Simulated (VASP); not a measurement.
# Ta (Im-3m) in VASP: further runs, part 3 of 3

VASP 6.6.1. Earlier steps stand in the parts before.

## 6. Single point, revPBE (20.03 Å³/atom)

This run uses another cell than the first one, of 20.03 Å³/atom.

Input file INCAR:

```
SYSTEM = Ta
ALGO = Normal ; EDIFF = 1E-7
ENCUT = 520 ; GGA = RE
ISIF = 2 ; ISMEAR = -1
LASPH = .TRUE. ; LCHARG = .TRUE.
LELF = .TRUE. ; LREAL = .FALSE.
LVHAR = .TRUE. ; LWAVE = .FALSE.
NBANDS = 12 ; NELM = 60
PREC = Accurate ; SIGMA = 0.1
```

Input file KPOINTS:

```
k-points
0
G
  22 22 22
  0 0 0
```

Input file POSCAR:

```
Ta
1.0
   -1.7109448371      1.7109448371      1.7109448371
    1.7109448371     -1.7109448371      1.7109448371
    1.7109448371      1.7109448371     -1.7109448371
Ta
1
Direct
    0.0000000000      0.0000000000      0.0000000000
```

Potentials or basis: VASP PAW PBE potentials, release 64 (Ta_pv).

Started as:

```console
> cat potpaw_PBE.64/Ta_pv/POTCAR > POTCAR
> mpirun -np 1 vasp_std > vasp.out
```

OUTCAR:

```text
SYSTEM = Ta
   EDIFF = 1E-7
   ENCUT = 520
   GGA = RE
   ISIF = 2
   ISMEAR = -1
   LASPH = .TRUE.
   LREAL = .FALSE.
   NELM = 60
   PREC = Accurate

 ion  position               nearest neighbor table
   1  0.000  0.000  0.000-

  LATTYP: Found a body centered cubic cell.
 ALAT       =     3.4218896742

  Lattice vectors:

 A1 = (  -1.7109448371,   1.7109448371,   1.7109448371)
 A2 = (   1.7109448371,  -1.7109448371,   1.7109448371)
 A3 = (   1.7109448371,   1.7109448371,  -1.7109448371)

Analysis of symmetry for initial positions (statically):
=====================================================================
 Subroutine PRICEL returns:
 Original cell was already a primitive cell.

 Routine SETGRP: Setting up the symmetry group for a
 body centered cubic supercell.

 Subroutine GETGRP returns: Found 48 space group operations
 (whereof 48 operations were pure point group operations)
 out of a pool of 48 trial point group operations.

The static configuration has the point symmetry O_h .

Analysis of symmetry for dynamics (positions and initial velocities):
[... 165 lines left out ...]
  band No.  band energies     occupation
      1     -28.7969      2.00000
      2     -28.7969      2.00000
      3     -28.7969      2.00000
      4      -2.7730      2.00000
      5       5.4512      0.00169
      6       5.4512      0.00169
      7       5.4512      0.00169
      8       8.3646      0.00000
      9       8.3646      0.00000
     10      19.0862      0.00000
     11      19.2078      0.00000
     12      19.2078      0.00000
[... 331 lines left out ...]
 k-point    24 :       0.1364    0.0909   -0.0000
  band No.  band energies     occupation
      1     -29.0835      2.00000
      2     -28.8732      2.00000
      3     -28.8187      2.00000
      4      -1.3503      2.00000
      5       4.7389      1.02386
      6       4.8525      0.50364
      7       6.9676      0.00000
      8       7.5677      0.00000
      9       8.5807      0.00000
     10      19.0851      0.00000
     11      20.0880      0.00000
     12      20.6619      0.00000

 [... further k-points ...]

------------------------ aborting loop because EDIFF is reached ----------------------------------------

  FORCE on cell =-STRESS in cart. coord.  units (eV):
  Direction    XX          YY          ZZ          XY          YZ          ZX
  --------------------------------------------------------------------------------------
  -------------------------------------------------------------------------------------
  Total       -1.5805602     -1.5805602     -1.5805602     -0.0000000     -0.0000000      0.0000000
  in kB     -126.4019055   -126.4019055   -126.4019055     -0.0000000     -0.0000000      0.0000000
  external PRESSURE =    -126.4019055 kB  Pullay stress =       0.0000000 kB

 VOLUME and BASIS-vectors are now :
 -----------------------------------------------------------------------------
  energy-cutoff  :      520.00
  volume of cell :       20.03
      direct lattice vectors                 reciprocal lattice vectors
    -1.710944837  1.710944837  1.710944837     0.000000000  0.292236190  0.292236190
     1.710944837 -1.710944837  1.710944837     0.292236190  0.000000000  0.292236190
     1.710944837  1.710944837 -1.710944837     0.292236190  0.292236190  0.000000000

 POSITION                                       TOTAL-FORCE (eV/Angst)
 -----------------------------------------------------------------------------------
      0.00000      0.00000      0.00000         0.000000      0.000000     -0.000000
 -----------------------------------------------------------------------------------
    total drift:                                0.000000      0.000000      0.000000

  FREE ENERGIE OF THE ION-ELECTRON SYSTEM (eV)
  ---------------------------------------------------
  free  energy   TOTEN  =       -11.3739563468 eV

  energy  without entropy=      -11.3258677762  energy(sigma->0) =      -11.34991206
```

stdout:

```text
POSCAR found type information on POSCAR Ta
 POSCAR found :  1 types and       1 ions
 scaLAPACK will be used
 -----------------------------------------------------------------------------
|                                                                             |
|                                                                             |
|     You enforced a specific xc type in the INCAR file but a different       |
|     I HOPE YOU KNOW WHAT YOU ARE DOING!                                     |
|                                                                             |
 -----------------------------------------------------------------------------

 LDA part: xc-table for (Slater+PW92), standard interpolation
 POSCAR, INCAR and KPOINTS ok, starting setup
 FFT: planning ... GRIDC
 FFT: planning ... GRID_SOFT
 FFT: planning ... GRID
 WAVECAR not read
 entering main loop
```

Wall time 73 s (1 thread of Intel Xeon 8259CL, shared host); peak memory 0.2 GiB.

What came out:

| Property | Result |
| --- | --- |
| Free energy | -11.3740 eV |
| Pressure | -12.6 GPa |
| Band gap on the k mesh | zero (an odd number of electrons rules out a gap without spin polarisation) |

Levels at points of the mesh, in eV from the Fermi level:
| k point | band 2 | band 3 | band 4 | band 5 | band 6 | band 7 | band 8 | band 9 | band 10 | band 11 |
| --- | --- | --- | --- | --- | --- | --- | --- | --- | --- | --- |
| (0.00, 0.00, 0.00) | -33.54 | -33.54 | -7.52 | 0.71 | 0.71 | 0.71 | 3.62 | 3.62 | 14.34 | 14.46 |
| (0.50, 0.00, 0.00) | -33.81 | -33.54 | -3.95 | -1.28 | 1.12 | 3.45 | 4.35 | 6.78 | 10.10 | 11.41 |
| (0.50, 0.50, 0.50) | -34.12 | -34.12 | -3.23 | -3.23 | 5.98 | 5.98 | 5.98 | 7.71 | 7.71 | 7.71 |

Caveat: the cell stands under tension; the PAW data sets were made with another functional, which shifts forces and pressure a little; spin-orbit coupling is left out, which moves the levels of the heavy elements.

## 7. Single point, revPBE (20.78 Å³/atom)

This run uses another cell than the first one, of 20.78 Å³/atom.

Input file INCAR:

```
SYSTEM = Ta
PREC = Accurate ; ENCUT = 520
EDIFF = 1E-6 ; ISMEAR = -1
SIGMA = 0.1 ; LREAL = .False.
LASPH = .True. ; NELM = 100
ALGO = Normal ; ISIF = 2
LWAVE = .False. ; LCHARG = .False.
GGA = RE ; NBANDS = 12
```

Input file KPOINTS:

```
Automatic mesh
0
Gamma
  22 22 22
  0 0 0
```

Input file POSCAR:

```
Ta
1.0
   -1.7318120746      1.7318120746      1.7318120746
    1.7318120746     -1.7318120746      1.7318120746
    1.7318120746      1.7318120746     -1.7318120746
Ta
1
Direct
    0.0000000000      0.0000000000      0.0000000000
```

Started as:

```console
> cat potpaw_PBE.64/Ta_pv/POTCAR > POTCAR
> mpirun -np 1 vasp_std > vasp.out
```

It took 58 s on 1 thread of Intel Xeon 8259CL, shared host; peak memory 0.2 GiB.

It converged, with:

* Free energy: -11.3044 eV
* Pressure: -17.3 GPa
* Band gap on the k mesh: zero (an odd number of electrons rules out a gap without spin polarisation)

Levels at points of the mesh, in eV from the Fermi level:
```csv
k point,band 2,band 3,band 4,band 5,band 6,band 7,band 8,band 9,band 10,band 11
"(0.00, 0.00, 0.00)",-33.69,-33.69,-7.37,0.69,0.69,0.69,3.49,3.49,14.29,14.29
"(0.50, 0.00, 0.00)",-33.93,-33.69,-3.81,-1.20,1.01,3.30,4.16,6.46,9.58,11.24
"(0.50, 0.50, 0.50)",-34.20,-34.20,-3.05,-3.05,5.70,5.70,5.70,7.43,7.43,7.43
```

Caveat: the cell stands under tension; the PAW data sets were made with another functional, which shifts forces and pressure a little; spin-orbit coupling is left out, which moves the levels of the heavy elements.

## 8. Overview

```tsv
cell	gap on the mesh (eV)	pressure (GPa)
a = 2.849 Å, angles 109.5°, 1 atom	none	8.3
a = 2.888 Å, angles 109.5°, 1 atom	none	0.0
a = 2.926 Å, angles 109.5°, 1 atom	none	-6.9
a = 2.963 Å, angles 109.5°, 1 atom	none	-12.6
a = 3.000 Å, angles 109.5°, 1 atom	none	-17.3
```

Alike in all rows: task single point; level revPBE; potentials or basis VASP PAW PBE potentials, release 64 (Ta_pv); no spin polarisation; k mesh 22 × 22 × 22; cutoff (eV) 520; smearing fermi-dirac 0.1 eV.

Caveats: the PAW data sets were made with another functional, which shifts forces and pressure a little; spin-orbit coupling is left out, which moves the levels of the heavy elements; the cell stands under tension (at least some runs); the cell stands under pressure (at least some runs).

Total energies depend on the potentials used, so only differences within one code and one set of settings carry meaning.
